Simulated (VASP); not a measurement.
Runs of VASP 6.6.1 on BaZrO3. The structure is that of space group Pm-3m (No. 221), or close to it. The cells are those of the table. 

```tsv
cell	gap on the mesh (eV)	pressure (GPa)
a = 4.156 Å, 5 atoms	3.16	(c)
a = 4.047 Å, 5 atoms	3.30	(a)
a = 4.120 Å, 5 atoms	3.21	9.1
a = 4.191 Å, 5 atoms	3.11	(b)
```

Alike in all rows: task single point; level PBEsol; potentials or basis VASP PAW PBE potentials, release 64 (Ba_sv, Zr_sv, O_h); no spin polarisation; k mesh 4 × 4 × 4; cutoff (eV) 1340; smearing gaussian 0.01 eV.

Task: Estimate the missing entries.

Result: (a) 21.4; (b) -0.2; (c) 4.2.

Caveats: the PAW data sets were made with another functional, which shifts forces and pressure a little; spin-orbit coupling is left out, which moves the levels of the heavy elements; the cell stands under pressure (at least some runs).

A k mesh can miss the band edges, and the runs leave out spin-orbit coupling on Ba, Zr.
